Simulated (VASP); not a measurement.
# Ga4As3N (Pm-3m) in VASP: further runs

Ga4As3N is run at these levels: PBE; tasks: single point, relaxation of cell and atoms.

Program: VASP 6.6.1. These are calculated values, not measurements. Logs are shortened: lines on timing, memory, paths and dates and some standing lists are left out, and cuts for length are marked.

### 1 The cell of the first run

Symmetry: Pm-3m, No. 221, cubic system. Conventional cell: a = 5.195 Å, b = 5.195 Å, c = 5.195 Å, α = 90.00°, β = 90.00°, γ = 90.00°. Ga (site symmetry 4/mmm) has 4 As at 2.60 Å and 2 N at 2.60 Å within 3.4 Å. Ga (site symmetry m-3m) has 6 As at 2.60 Å within 3.4 Å. As (site symmetry 4/mmm) has 6 Ga at 2.60 Å within 3.4 Å. N (site symmetry m-3m) has 6 Ga at 2.60 Å within 3.4 Å.

### 2 Single point, PBE

File INCAR:

```
PREC = Accurate
ENCUT = 520
EDIFF = 1E-6
ISMEAR = 0
SIGMA = 0.1
LREAL = False
LASPH = True
NELM = 60
ALGO = Normal
ISIF = 2
LWAVE = False
LCHARG = True
GGA = PE
LELF = True
LVHAR = True
NBANDS = 46
```

File KPOINTS:

```
Automatic mesh
0
Gamma
  8 8 8
```

File POSCAR:

```
Ga4As3N
1.0
    5.1950779761      0.0000000000      0.0000000000
    0.0000000000      5.1950779761      0.0000000000
    0.0000000000      0.0000000000      5.1950779761
Ga As N
4 3 1
Direct
    0.0000000000      0.5000000000      0.5000000000
    0.5000000000      0.5000000000      0.0000000000
    0.0000000000      0.0000000000      0.0000000000
    0.5000000000      0.0000000000      0.5000000000
    0.5000000000      0.0000000000      0.0000000000
    0.0000000000      0.0000000000      0.5000000000
    0.0000000000      0.5000000000      0.0000000000
    0.5000000000      0.5000000000      0.5000000000
```

Potentials or basis: VASP PAW PBE potentials, release 64 (Ga_d, As, N).

Launch:

```
$ cat potpaw_PBE.64/Ga_d/POTCAR potpaw_PBE.64/As/POTCAR potpaw_PBE.64/N/POTCAR > POTCAR
$ mpirun -np 1 vasp_std > vasp.out
```

OUTCAR:

```text
PREC = Accurate
   ENCUT = 520
   EDIFF = 1E-6
   ISMEAR = 0
   LREAL = False
   LASPH = True
   NELM = 60
   ISIF = 2
   GGA = PE

 ion  position               nearest neighbor table
   1  0.000  0.500  0.500-   6 2.60   7 2.60   7 2.60   6 2.60
   2  0.500  0.500  0.000-   5 2.60   7 2.60   5 2.60   7 2.60
   3  0.000  0.000  0.000-   5 2.60   6 2.60   7 2.60   6 2.60   7 2.60   5 2.60
   4  0.500  0.000  0.500-   5 2.60   6 2.60   5 2.60   6 2.60
   5  0.500  0.000  0.000-   2 2.60   3 2.60   4 2.60   4 2.60   2 2.60   3 2.60
   6  0.000  0.000  0.500-   1 2.60   3 2.60   4 2.60   3 2.60   1 2.60   4 2.60
   7  0.000  0.500  0.000-   1 2.60   2 2.60   3 2.60   1 2.60   3 2.60   2 2.60
   8  0.500  0.500  0.500-

  LATTYP: Found a simple cubic cell.
 ALAT       =     5.1950779761

  Lattice vectors:

 A1 = (   5.1950779761,   0.0000000000,   0.0000000000)
 A2 = (   0.0000000000,   5.1950779761,   0.0000000000)
 A3 = (   0.0000000000,   0.0000000000,   5.1950779761)

Analysis of symmetry for initial positions (statically):
=====================================================================
 Subroutine PRICEL returns:
 Original cell was already a primitive cell.

 Routine SETGRP: Setting up the symmetry group for a
 simple cubic supercell.

 Subroutine GETGRP returns: Found 48 space group operations
 (whereof 48 operations were pure point group operations)
 out of a pool of 48 trial point group operations.

The static configuration has the point symmetry O_h .

Analysis of symmetry for dynamics (positions and initial velocities):
=====================================================================
 Subroutine PRICEL returns:
 Original cell was already a primitive cell.

 Routine SETGRP: Setting up the symmetry group for a
 simple cubic supercell.

 Subroutine GETGRP returns: Found 48 space group operations
 (whereof 48 operations were pure point group operations)
 out of a pool of 48 trial point group operations.

The dynamic configuration has the point symmetry O_h .

 Subroutine INISYM returns: Found 48 space group operations
 (whereof 48 operations are pure point group operations),
 and found     1 'primitive' translations

----------------------------------------------------------------------------------------

                                     Primitive cell

  volume of cell :     140.2091

  direct lattice vectors                    reciprocal lattice vectors
     5.195077976  0.000000000  0.000000000     0.192489892  0.000000000  0.000000000
     0.000000000  5.195077976  0.000000000     0.000000000  0.192489892  0.000000000
     0.000000000  0.000000000  5.195077976     0.000000000  0.000000000  0.192489892

  length of vectors
     5.195077976  5.195077976  5.195077976     0.192489892  0.192489892  0.192489892

  position of ions in fractional coordinates (direct lattice)
     0.000000000  0.500000000  0.500000000
     0.500000000  0.500000000  0.000000000
     0.000000000  0.000000000  0.000000000
     0.500000000  0.000000000  0.500000000
     0.500000000  0.000000000  0.000000000
     0.000000000  0.000000000  0.500000000
     0.000000000  0.500000000  0.000000000
     0.500000000  0.500000000  0.500000000

  ion indices of the primitive-cell ions
   primitive index   ion index
                 1           1
                 2           2
                 3           3
                 4           4
                 5           5
                 6           6
                 7           7
                 8           8

----------------------------------------------------------------------------------------

 KPOINTS: Automatic mesh

Automatic generation of k-mesh.
 Grid dimensions read from file:
 generate k-points for:    8    8    8

 Generating k-lattice:

  Cartesian coordinates                     Fractional coordinates (reciprocal lattice)
     0.024061237  0.000000000  0.000000000     0.125000000  0.000000000  0.000000000
     0.000000000  0.024061237  0.000000000     0.000000000  0.125000000  0.000000000
     0.000000000  0.000000000  0.024061237     0.000000000  0.000000000  0.125000000

  Length of vectors
     0.024061237  0.024061237  0.024061237

  Shift w.r.t. Gamma in fractional coordinates (k-lattice)
     0.000000000  0.000000000  0.000000000

 Subroutine IBZKPT returns following result:
 ===========================================

 Found     35 irreducible k-points:

 Following reciprocal coordinates:
            Coordinates               Weight
  0.000000  0.000000  0.000000      1.000000
  0.125000  0.000000  0.000000      6.000000
  0.250000  0.000000  0.000000      6.000000
  0.375000  0.000000  0.000000      6.000000
  0.500000  0.000000  0.000000      3.000000
  0.125000  0.125000  0.000000     12.000000
[... 16 lines left out ...]
  0.375000  0.375000  0.125000     24.000000
  0.500000  0.375000  0.125000     24.000000
 [... further k-points ...]
   k-points           NKPTS =     35   k-points in BZ     NKDIM =     35   number of bands    NBANDS=     46
   number of dos      NEDOS =    301   number of ions     NIONS =      8
   total plane-waves  NPLWV =  64000
   dimension x,y,z NGX =    40 NGY =   40 NGZ =   40
   dimension x,y,z NGXF=    80 NGYF=   80 NGZF=   80
   ions per type =               4   3   1
   NGX,Y,Z   is equivalent  to a cutoff of  12.80, 12.80, 12.80 a.u.
   NGXF,Y,Z  is equivalent  to a cutoff of  25.60, 25.60, 25.60 a.u.
 SYSTEM =  unknown system
   PREC   = accura    normal or accurate (medium, high low for compatibility)
   ISTART =      0    job   : 0-new  1-cont  2-samecut
   ICHARG =      2    charge: 1-file 2-atom 10-const
   ISPIN  =      1    spin polarized calculation?
   LNONCOLLINEAR =      F non collinear calculations
   LSORBIT =      F    spin-orbit coupling
   LASPH  =      T    aspherical Exc in radial PAW
   ENCUT  =  520.0 eV  38.22 Ry    6.18 a.u.   9.66  9.66  9.66*2*pi/ulx,y,z
   NELM   =     60;   NELMIN=  2; NELMDL= -5     # of ELM steps
   EDIFF  = 0.1E-05   stopping-criterion for ELM
   LREAL  =      F    real-space projection
[... 7 lines left out ...]
   TEBEG  =    0.0;   TEEND  =   0.0 temperature during run
   PSTRESS=    0.0 pullay stress
   NELECT =      72.0000    total number of electrons
   NUPDOWN=      -1.0000    fix difference up-down
   EMIN   =  10.00;   EMAX   =-10.00  energy-range for DOS
   EFERMI =   0.00;   METHOD = LEGACY
   ISMEAR =     0;   SIGMA  =   0.10  broadening in eV -4-tet -1-fermi 0-gaus
   EFERMI_NEDOS =   21; number of points for ismear=-14 and -15
   IALGO  =     38    algorithm
   IMIX   =      4    mixing-type and parameters
     AMIX     =   0.40;   BMIX     =  1.00
     AMIX_MAG =   1.60;   BMIX_MAG =  1.00
  volume/ion in A,a.u.               =      17.53       118.27
  Fermi-wavevector in a.u.,A,eV,Ry     =   1.310973  2.477379 23.383639  1.718649
  Thomas-Fermi vector in A             =   2.441466
   LORBIT       =      0    0 simple, 1 ext, 2 COOP (PROOUT), +10 PAW based schemes
   GGA     = PE    functional components
   LHFCALC =     F    Hartree Fock is set to
   AEXX    =    0.0000 exact exchange contribution
   IVDW    =     0    specifies the selected vdW correction
   LEPSILON=     F    determine dielectric tensor
   LRPA    =     F    only Hartree local field effects (RPA)
 non-spin polarized calculation
 Gauss-broadening in eV      SIGMA  =   0.10
  energy-cutoff  :      520.00
  volume of cell :      140.21
 maximum number of plane-waves:      3840
 NGX is ok and might be reduce to    40
   NGX = 19   NGY = 19   NGZ = 19

 number of electron      71.9999942 magnetization

 Free energy of the ion-electron system (eV)
  ---------------------------------------------------
  ext. energy  EPLUGINS =         0.00000000
  ---------------------------------------------------
  free energy    TOTEN  =       -31.48178881 eV

  energy without entropy =      -31.45288528  energy(sigma->0) =      -31.46733705

 E-fermi :   5.2653     XC(G=0): -10.8339

 val. band max:        5.2568656166   @ k =   0.2500   0.2500   0.2500
 cond. band min:       5.2689480316   @ k =   0.5000   0.5000   0.3750
 fundamental gap:      0.0120824150
 Fermi energy:         5.2653187272

 k-point     1 :       0.0000    0.0000    0.0000
  band No.  band energies     occupation
      1      -9.7480      2.00000
      2      -9.7480      2.00000
      3      -9.6119      2.00000
      4      -9.4980      2.00000
      5      -9.4980      2.00000
      6      -9.4980      2.00000
[... 38 lines left out ...]
     45      12.6241      0.00000
     46      12.6241      0.00000

 k-point     2 :       0.1250    0.0000    0.0000
  band No.  band energies     occupation
      1      -9.7397      2.00000
      2      -9.7369      2.00000
      3      -9.6023      2.00000
      4      -9.4976      2.00000
      5      -9.4957      2.00000
      6      -9.4957      2.00000
[... 38 lines left out ...]
     45      12.3537      0.00000
     46      12.3537      0.00000

 k-point     3 :       0.2500    0.0000    0.0000
  band No.  band energies     occupation
      1      -9.7186      2.00000
      2      -9.7058      2.00000
      3      -9.5807      2.00000
      4      -9.5074      2.00000
      5      -9.4965      2.00000
      6      -9.4893      2.00000
[... 38 lines left out ...]
     45      11.9063      0.00000
     46      12.1439      0.00000

 k-point     4 :       0.3750    0.0000    0.0000
  band No.  band energies     occupation
      1      -9.6956      2.00000
      2      -9.6618      2.00000
      3      -9.5770      2.00000
      4      -9.5092      2.00000
      5      -9.4954      2.00000
      6      -9.4867      2.00000
[... 920 lines left out ...]
     45      10.8526      0.00000
     46      11.5348      0.00000

 k-point    23 :       0.3750    0.3750    0.1250
  band No.  band energies     occupation
      1      -9.6220      2.00000
      2      -9.5979      2.00000
      3      -9.5313      2.00000
      4      -9.5303      2.00000
      5      -9.4962      2.00000
      6      -9.4957      2.00000
[... 38 lines left out ...]
     45      10.5296      0.00000
     46      11.2693      0.00000

 k-point    24 :       0.5000    0.3750    0.1250
  band No.  band energies     occupation
      1      -9.6100      2.00000
      2      -9.5692      2.00000
      3      -9.5569      2.00000
      4      -9.5223      2.00000
      5      -9.5035      2.00000
      6      -9.4948      2.00000
[... 38 lines left out ...]
     45      10.3271      0.00000
     46      10.6443      0.00000

 [... further k-points ...]

------------------------ aborting loop because EDIFF is reached ----------------------------------------

  FORCE on cell =-STRESS in cart. coord.  units (eV):
  Direction    XX          YY          ZZ          XY          YZ          ZX
  --------------------------------------------------------------------------------------
  -------------------------------------------------------------------------------------
  Total        0.1872192      0.1872192      0.1872192      0.0000000     -0.0000000      0.0000000
  in kB        2.1393646      2.1393646      2.1393646      0.0000000     -0.0000000      0.0000000
  external PRESSURE =       2.1393646 kB  Pullay stress =       0.0000000 kB

 VOLUME and BASIS-vectors are now :
 -----------------------------------------------------------------------------
  energy-cutoff  :      520.00
  volume of cell :      140.21
      direct lattice vectors                 reciprocal lattice vectors
     5.195077976  0.000000000  0.000000000     0.192489892  0.000000000  0.000000000
     0.000000000  5.195077976  0.000000000     0.000000000  0.192489892  0.000000000
     0.000000000  0.000000000  5.195077976     0.000000000  0.000000000  0.192489892

 POSITION                                       TOTAL-FORCE (eV/Angst)
 -----------------------------------------------------------------------------------
      0.00000      2.59754      2.59754         0.000000      0.000000      0.000000
      2.59754      2.59754      0.00000         0.000000      0.000000      0.000000
      0.00000      0.00000      0.00000         0.000000      0.000000      0.000000
      2.59754      0.00000      2.59754         0.000000      0.000000      0.000000
      2.59754      0.00000      0.00000         0.000000      0.000000      0.000000
      0.00000      0.00000      2.59754         0.000000      0.000000      0.000000
      0.00000      2.59754      0.00000         0.000000      0.000000      0.000000
      2.59754      2.59754      2.59754         0.000000      0.000000      0.000000
 -----------------------------------------------------------------------------------
    total drift:                               -0.000000      0.000000     -0.000000

  FREE ENERGIE OF THE ION-ELECTRON SYSTEM (eV)
  ---------------------------------------------------
  free  energy   TOTEN  =       -31.4817888104 eV

  energy  without entropy=      -31.4528852816  energy(sigma->0) =      -31.46733705
```

It took 6.4 min on 1 thread of AMD EPYC 7R13, shared host; peak memory 0.36 GiB.

What came out:

```
Free energy            : -31.4818 eV
Pressure               : 0.2 GPa
Band gap on the k mesh : zero (bands 36 and 37 overlap by 1.58 eV)
```

Levels at points of the mesh, in eV from the Fermi level:
| k point | band 33 | band 34 | band 35 | band 36 | band 37 | band 38 | band 39 | band 40 |
| --- | --- | --- | --- | --- | --- | --- | --- | --- |
| (0.00, 0.00, 0.00) | -2.64 | -2.13 | -2.13 | -2.13 | -0.03 | -0.03 | -0.03 | 0.22 |
| (0.50, 0.00, 0.00) | -1.49 | -1.49 | -1.22 | -1.22 | 0.42 | 0.96 | 1.75 | 3.20 |
| (0.50, 0.50, 0.00) | -0.30 | -0.30 | -0.02 | 0.22 | 1.97 | 1.97 | 2.24 | 2.49 |
| (0.50, 0.50, 0.50) | 0.39 | 0.48 | 0.48 | 0.48 | 0.99 | 3.09 | 3.09 | 3.09 |

### 3 Relaxation of cell and atoms, PBE

This run uses another cell than the first one, of 17.44 Å³/atom.

File INCAR:

```
SYSTEM = Ga4As3N
PREC = Accurate
ENCUT = 600
EDIFF = 1E-7
ISMEAR = 0
SIGMA = 0.1
LREAL = .FALSE.
LASPH = .TRUE.
NELM = 80
ALGO = Normal
ISIF = 3
LWAVE = .FALSE.
LCHARG = .FALSE.
GGA = PE
IBRION = 2
NSW = 100
EDIFFG = -0.01
```

File KPOINTS:

```
Automatic mesh
0
G
  8 8 8
  0 0 0
```

Changes to POSCAR since step 2:

```diff
@@ -2,5 +2,5 @@
 1.0
-    5.1950779761      0.0000000000      0.0000000000
-    0.0000000000      5.1950779761      0.0000000000
-    0.0000000000      0.0000000000      5.1950779761
+    5.1866443028      0.0000000000      0.0000000000
+    0.0000000000      5.1866443028      0.0000000000
+    0.0000000000      0.0000000000      5.1866443028
 Ga As N
```

Potentials or basis: VASP PAW PBE potentials, release 64 (Ga_d, As, N).

Launch:

```
$ cat potpaw_PBE.64/Ga_d/POTCAR potpaw_PBE.64/As/POTCAR potpaw_PBE.64/N/POTCAR > POTCAR
$ mpirun -np 1 vasp_std > vasp.out
```

Run time: 21 min. Hardware: 1 thread of AMD EPYC 7R13, shared host; peak memory 0.42 GiB.

The run converged. Its results:

* Free energy: -31.4825 eV
* Relaxed volume: 17.56 Å³/atom
* Relaxed cell: a = 5.199 Å, b = 5.199 Å, c = 5.199 Å, α = 90.00°, β = 90.00°, γ = 90.00°
* Space group after relaxing (to 0.1 Å): Pm-3m (No. 221)
* Energy gained by relaxing: 0.2 meV/atom
* Ionic steps: 3
* Pressure after relaxing: 0.0 GPa
* Band gap on the k mesh: zero (bands 36 and 37 overlap by 1.58 eV)

Step by step:
```tsv
step	energy change (eV)	largest force (eV/Å)	pressure (GPa)	volume (Å³)
1	0.0000	0.0000	0.58	139.53
2	-0.0016	0.0000	-0.16	140.81
3	-0.0017	0.0000	0.01	140.51
```

Final structure:
```cif
data_structure
_symmetry_space_group_name_H-M 'P 1'
_symmetry_Int_Tables_number 1
_cell_length_a 5.1988
_cell_length_b 5.1988
_cell_length_c 5.1988
_cell_angle_alpha 90.000
_cell_angle_beta 90.000
_cell_angle_gamma 90.000
_cell_volume 140.51
loop_
_atom_site_label
_atom_site_type_symbol
_atom_site_fract_x
_atom_site_fract_y
_atom_site_fract_z
_atom_site_occupancy
Ga1 Ga 0.00000 0.50000 0.50000 1
Ga2 Ga 0.50000 0.50000 0.00000 1
Ga3 Ga 0.00000 0.00000 0.00000 1
Ga4 Ga 0.50000 0.00000 0.50000 1
As1 As 0.50000 0.00000 0.00000 1
As2 As 0.00000 0.00000 0.50000 1
As3 As 0.00000 0.50000 0.00000 1
N1 N 0.50000 0.50000 0.50000 1
```

Levels at points of the mesh, in eV from the Fermi level:
```csv
k point,band 32,band 33,band 34,band 35,band 36,band 37,band 38,band 39,band 40,band 41
"(0.00, 0.00, 0.00)",-2.63,-2.63,-2.12,-2.12,-2.12,-0.03,-0.03,-0.03,0.20,4.14
"(0.50, 0.00, 0.00)",-2.97,-1.48,-1.48,-1.21,-1.21,0.42,0.96,1.74,3.19,4.78
"(0.50, 0.50, 0.00)",-2.25,-0.30,-0.30,-0.02,0.22,1.97,1.97,2.24,2.49,4.02
"(0.50, 0.50, 0.50)",0.39,0.39,0.48,0.48,0.48,0.99,3.09,3.09,3.09,3.24
```
